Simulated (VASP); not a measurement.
# NaF (Cm) in VASP: single point with LDA

Aim: the single point of NaF with LDA.

All numbers are computed with VASP 6.6.1; they aren't measurements. Logs are shortened: lines on timing, memory, paths and dates and some standing lists are left out, and cuts for length are marked.

## (1) The cell of the first run

The structure is monoclinic, space group Cm (No. 8). Conventional cell: a = 4.647 Å, b = 4.647 Å, c = 3.286 Å, α = 90.00°, β = 135.00°, γ = 90.00°. Na (site symmetry m) has 5 F at 1.89 to 2.59 Å within 2.6 Å. F (site symmetry m) has 5 Na at 1.89 to 2.59 Å within 2.6 Å.

## (2) Single point, LDA (atom 1 (Na) moved by (-0.450, -0.225) A along y and z)

The input, INCAR:

```
SYSTEM = NaF
PREC = Accurate
ENCUT = 520
EDIFF = 1E-6
ISMEAR = 0
SIGMA = 0.05
LREAL = .FALSE.
LASPH = .TRUE.
NELM = 60
ALGO = Normal
ISIF = 2
LWAVE = .FALSE.
LCHARG = .TRUE.
GGA = CA
LELF = .TRUE.
LVHAR = .TRUE.
NBANDS = 14
```

The input, KPOINTS:

```
Automatic mesh
0
G
  8 8 8
  0 0 0
```

The input, POSCAR:

```
NaF
1.0
    0.0000000000      2.3233000000      2.3233000000
    2.3233000000      0.0000000000      2.3233000000
    2.3233000000      2.3233000000      0.0000000000
Na F
1 1
Direct
   -0.1452675074      0.0484225025     -0.0484225025
    0.5000000000      0.5000000000      0.5000000000
```

Potentials or basis: VASP PAW LDA potentials, release 64 (Na_pv, F).

Launch:

```console
cat potpaw_LDA.64/Na_pv/POTCAR potpaw_LDA.64/F/POTCAR > POTCAR
mpirun -np 1 vasp_std > vasp.out
```

OUTCAR:

```text
SYSTEM = NaF
   PREC = Accurate
   ENCUT = 520
   EDIFF = 1E-6
   ISMEAR = 0
   LREAL = .FALSE.
   LASPH = .TRUE.
   NELM = 60
   ISIF = 2
   GGA = CA

 ion  position               nearest neighbor table
   1  0.855  0.048  0.952-   2 1.89   2 2.15
   2  0.500  0.500  0.500-   1 1.89   1 2.15

  LATTYP: Found a face centered cubic cell.
 ALAT       =     4.6466000000

  Lattice vectors:

 A1 = (   0.0000000000,   2.3233000000,   2.3233000000)
 A2 = (   2.3233000000,   0.0000000000,   2.3233000000)
 A3 = (   2.3233000000,   2.3233000000,   0.0000000000)

Analysis of symmetry for initial positions (statically):
=====================================================================
 Subroutine PRICEL returns:
 Original cell was already a primitive cell.

 Routine SETGRP: Setting up the symmetry group for a
 face centered cubic supercell.

 Subroutine GETGRP returns: Found  2 space group operations
 (whereof  2 operations were pure point group operations)
 out of a pool of 48 trial point group operations.

The static configuration has the point symmetry C_1h.

Analysis of symmetry for dynamics (positions and initial velocities):
=====================================================================
 Subroutine PRICEL returns:
 Original cell was already a primitive cell.

 Routine SETGRP: Setting up the symmetry group for a
 face centered cubic supercell.

 Subroutine GETGRP returns: Found  2 space group operations
 (whereof  2 operations were pure point group operations)
 out of a pool of 48 trial point group operations.

The dynamic configuration has the point symmetry C_1h.

 Subroutine INISYM returns: Found  2 space group operations
 (whereof  2 operations are pure point group operations),
 and found     1 'primitive' translations

----------------------------------------------------------------------------------------

                                     Primitive cell

  volume of cell :      25.0811

  direct lattice vectors                    reciprocal lattice vectors
     0.000000000  2.323300000  2.323300000    -0.215211122  0.215211122  0.215211122
     2.323300000  0.000000000  2.323300000     0.215211122 -0.215211122  0.215211122
     2.323300000  2.323300000  0.000000000     0.215211122  0.215211122 -0.215211122

  length of vectors
     3.285642369  3.285642369  3.285642369     0.372756598  0.372756598  0.372756598

  position of ions in fractional coordinates (direct lattice)
     0.854732493  0.048422503  0.951577497
     0.500000000  0.500000000  0.500000000

  ion indices of the primitive-cell ions
   primitive index   ion index
                 1           1
                 2           2

----------------------------------------------------------------------------------------

 KPOINTS: Automatic mesh

Automatic generation of k-mesh.
 Grid dimensions read from file:
 generate k-points for:    8    8    8

 Generating k-lattice:

  Cartesian coordinates                     Fractional coordinates (reciprocal lattice)
    -0.026901390  0.026901390  0.026901390     0.125000000  0.000000000  0.000000000
     0.026901390 -0.026901390  0.026901390     0.000000000  0.125000000  0.000000000
     0.026901390  0.026901390 -0.026901390     0.000000000  0.000000000  0.125000000

  Length of vectors
     0.046594575  0.046594575  0.046594575

  Shift w.r.t. Gamma in fractional coordinates (k-lattice)
     0.000000000  0.000000000  0.000000000

 Subroutine IBZKPT returns following result:
 ===========================================

 Found    150 irreducible k-points:

 Following reciprocal coordinates:
            Coordinates               Weight
  0.000000  0.000000  0.000000      1.000000
  0.125000  0.000000  0.000000      4.000000
  0.000000  0.125000  0.000000      4.000000
  0.250000  0.000000  0.000000      4.000000
  0.000000  0.250000  0.000000      4.000000
  0.375000  0.000000  0.000000      4.000000
[... 16 lines left out ...]
  0.375000  0.250000  0.375000      4.000000
  0.250000 -0.125000 -0.125000      4.000000
 [... further k-points ...]
   k-points           NKPTS =    150   k-points in BZ     NKDIM =    150   number of bands    NBANDS=     14
   number of dos      NEDOS =    301   number of ions     NIONS =      2
   total plane-waves  NPLWV =  13824
   dimension x,y,z NGX =    24 NGY =   24 NGZ =   24
   dimension x,y,z NGXF=    48 NGYF=   48 NGZF=   48
   ions per type =               1   1
   NGX,Y,Z   is equivalent  to a cutoff of  12.14, 12.14, 12.14 a.u.
   NGXF,Y,Z  is equivalent  to a cutoff of  24.29, 24.29, 24.29 a.u.
 SYSTEM =  NaF
   PREC   = accura    normal or accurate (medium, high low for compatibility)
   ISTART =      0    job   : 0-new  1-cont  2-samecut
   ICHARG =      2    charge: 1-file 2-atom 10-const
   ISPIN  =      1    spin polarized calculation?
   LNONCOLLINEAR =      F non collinear calculations
   LSORBIT =      F    spin-orbit coupling
   LASPH  =      T    aspherical Exc in radial PAW
   ENCUT  =  520.0 eV  38.22 Ry    6.18 a.u.   6.11  6.11  6.11*2*pi/ulx,y,z
   NELM   =     60;   NELMIN=  2; NELMDL= -5     # of ELM steps
   EDIFF  = 0.1E-05   stopping-criterion for ELM
   LREAL  =      F    real-space projection
   EDIFFG = 0.1E-04   stopping-criterion for IOM
   NSW    =      0    number of steps for IOM
   IBRION =     -1    ionic relax: 0-MD 1-quasi-New 2-CG
   NFREE  =      0    steps in history (QN), initial steepest desc. (CG)
   ISIF   =      2    stress and relaxation
   ISYM   =      2    0-nonsym 1-usesym 2-fastsym
   POTIM  = 0.5000    time-step for ionic-motion
   TEBEG  =    0.0;   TEEND  =   0.0 temperature during run
   PSTRESS=    0.0 pullay stress
   NELECT =      14.0000    total number of electrons
   NUPDOWN=      -1.0000    fix difference up-down
   EMIN   =  10.00;   EMAX   =-10.00  energy-range for DOS
   EFERMI =   0.00;   METHOD = LEGACY
   ISMEAR =     0;   SIGMA  =   0.05  broadening in eV -4-tet -1-fermi 0-gaus
   EFERMI_NEDOS =   21; number of points for ismear=-14 and -15
   IALGO  =     38    algorithm
   IMIX   =      4    mixing-type and parameters
     AMIX     =   0.40;   BMIX     =  1.00
     AMIX_MAG =   1.60;   BMIX_MAG =  1.00
  volume/ion in A,a.u.               =      12.54        84.63
  Fermi-wavevector in a.u.,A,eV,Ry     =   1.347935  2.547227 24.720809  1.816928
  Thomas-Fermi vector in A             =   2.475645
   LORBIT       =      0    0 simple, 1 ext, 2 COOP (PROOUT), +10 PAW based schemes
   GGA     = CA    functional components
   LHFCALC =     F    Hartree Fock is set to
   AEXX    =    0.0000 exact exchange contribution
   IVDW    =     0    specifies the selected vdW correction
   LEPSILON=     F    determine dielectric tensor
   LRPA    =     F    only Hartree local field effects (RPA)
 non-spin polarized calculation
 Gauss-broadening in eV      SIGMA  =   0.05
  energy-cutoff  :      520.00
  volume of cell :       25.08
 maximum number of plane-waves:       692
   NGX = 13   NGY = 13   NGZ = 13

 number of electron      13.9999983 magnetization

 Free energy of the ion-electron system (eV)
  ---------------------------------------------------
  ext. energy  EPLUGINS =         0.00000000
  ---------------------------------------------------
  free energy    TOTEN  =        -8.94206534 eV

  energy without entropy =       -8.94206534  energy(sigma->0) =       -8.94206534

 E-fermi :  -2.3152     XC(G=0):  -9.8329

 val. band max:       -2.5902201902   @ k =   0.0000   0.0000   0.0000
 cond. band min:       3.2869015513   @ k =   0.0000   0.0000   0.0000
 fundamental gap:      5.8771217415
 Fermi energy:        -2.3151526271

 k-point     1 :       0.0000    0.0000    0.0000
  band No.  band energies     occupation
      1     -21.8525      2.00000
      2     -21.1695      2.00000
      3     -21.1655      2.00000
      4     -20.6829      2.00000
      5      -2.6514      2.00000
      6      -2.6349      2.00000
      7      -2.5902      2.00000
      8       3.2869      0.00000
      9      15.9957      0.00000
     10      16.6349      0.00000
     11      16.7864      0.00000
     12      18.3536      0.00000
     13      20.9949      0.00000
     14      21.1487      0.00000

 k-point     2 :       0.1250    0.0000    0.0000
  band No.  band energies     occupation
      1     -21.9155      2.00000
      2     -21.1818      2.00000
      3     -21.1699      2.00000
      4     -20.5902      2.00000
      5      -2.9204      2.00000
      6      -2.6779      2.00000
      7      -2.6345      2.00000
      8       3.8373      0.00000
      9      14.5358      0.00000
     10      16.1916      0.00000
     11      16.8314      0.00000
     12      20.1607      0.00000
     13      20.5160      0.00000
     14      21.0978      0.00000

 k-point     3 :       0.0000    0.1250    0.0000
  band No.  band energies     occupation
      1     -21.9540      2.00000
      2     -21.1900      2.00000
      3     -21.1698      2.00000
      4     -20.5410      2.00000
      5      -2.9351      2.00000
      6      -2.6666      2.00000
      7      -2.6041      2.00000
      8       3.8214      0.00000
      9      14.2658      0.00000
     10      16.4992      0.00000
     11      16.8369      0.00000
     12      19.7480      0.00000
     13      20.5607      0.00000
     14      21.3600      0.00000
[... 324 lines left out ...]
 k-point    23 :       0.3750    0.2500    0.3750
  band No.  band energies     occupation
      1     -22.1478      2.00000
      2     -21.2121      2.00000
      3     -21.1925      2.00000
      4     -20.2492      2.00000
      5      -3.8007      2.00000
      6      -2.8748      2.00000
      7      -2.8194      2.00000
      8       6.4607      0.00000
      9      11.0229      0.00000
     10      15.7264      0.00000
     11      17.0841      0.00000
     12      18.3812      0.00000
     13      21.2435      0.00000
     14      22.3977      0.00000

 k-point    24 :       0.2500   -0.1250   -0.1250
  band No.  band energies     occupation
      1     -22.0940      2.00000
      2     -21.2258      2.00000
      3     -21.1903      2.00000
      4     -20.2985      2.00000
      5      -3.8264      2.00000
      6      -2.8759      2.00000
      7      -2.8053      2.00000
      8       6.5674      0.00000
      9      11.0221      0.00000
     10      15.5498      0.00000
     11      16.3937      0.00000
     12      19.1040      0.00000
     13      21.7098      0.00000
     14      22.8061      0.00000

 [... further k-points ...]

------------------------ aborting loop because EDIFF is reached ----------------------------------------

  FORCE on cell =-STRESS in cart. coord.  units (eV):
  Direction    XX          YY          ZZ          XY          YZ          ZX
  --------------------------------------------------------------------------------------
  -------------------------------------------------------------------------------------
  Total       -0.9084359      3.0296561     -0.2018546      0.0000000     -0.5834847      0.0000000
  in kB      -58.0308562    193.5343435    -12.8944633      0.0000000    -37.2729835      0.0000000
  external PRESSURE =      40.8696747 kB  Pullay stress =       0.0000000 kB

 VOLUME and BASIS-vectors are now :
 -----------------------------------------------------------------------------
  energy-cutoff  :      520.00
  volume of cell :       25.08
      direct lattice vectors                 reciprocal lattice vectors
     0.000000000  2.323300000  2.323300000    -0.215211122  0.215211122  0.215211122
     2.323300000  0.000000000  2.323300000     0.215211122 -0.215211122  0.215211122
     2.323300000  2.323300000  0.000000000     0.215211122  0.215211122 -0.215211122

 POSITION                                       TOTAL-FORCE (eV/Angst)
 -----------------------------------------------------------------------------------
      2.32330      4.19660      2.09830         0.000000      2.096684      0.164663
      2.32330      2.32330      2.32330         0.000000     -2.096684     -0.164663
 -----------------------------------------------------------------------------------
    total drift:                               -0.000000     -0.000347     -0.000045

  FREE ENERGIE OF THE ION-ELECTRON SYSTEM (eV)
  ---------------------------------------------------
  free  energy   TOTEN  =        -8.9420653366 eV

  energy  without entropy=       -8.9420653366  energy(sigma->0) =       -8.94206534
```

Wall time 25 s (1 thread of Intel Xeon Platinum 8488C (Sapphire Rapids), shared host); peak memory 0.15 GiB.

What came out:

```
Free energy            : -8.9421 eV
Pressure               : 4.1 GPa
Largest force          : 2.103 eV/Å
Band gap on the k mesh : 5.88 eV
```

Forces on the atoms (eV/Å):
```
Na   0.000  2.097  0.165
F    0.000 -2.097 -0.165
```

Levels at points of the mesh, in eV from the valence-band top:
```csv
k point,band 3,band 4,band 5,band 6,band 7,band 8,band 9,band 10,band 11,band 12
"(0.00, 0.00, 0.00)",-18.58,-18.09,-0.06,-0.04,0.00,5.88,18.59,19.23,19.38,20.94
"(0.50, 0.00, 0.00)",-18.59,-17.60,-1.59,-0.27,-0.21,10.46,11.91,19.15,19.68,22.76
"(0.00, 0.50, 0.00)",-18.60,-17.39,-1.57,-0.22,-0.12,10.31,11.76,19.01,19.31,22.39
"(0.50, 0.50, 0.00)",-18.63,-17.69,-1.26,-0.50,-0.32,12.19,13.02,13.34,18.87,20.29
"(0.00, 0.50, 0.50)",-18.64,-17.82,-1.29,-0.49,-0.35,12.42,12.77,13.50,18.89,20.49
"(0.50, 0.00, 0.50)",-18.64,-17.60,-1.13,-0.41,-0.38,11.69,12.99,13.43,19.19,19.65
```

Caveat: the cell differs from its parent crystal (atom 1 (Na) moved by (-0.450, -0.225) A along y and z); the cell stands under pressure; forces of over 1 eV/Å act on the atoms, so gaps and moduli don't describe the material at rest.
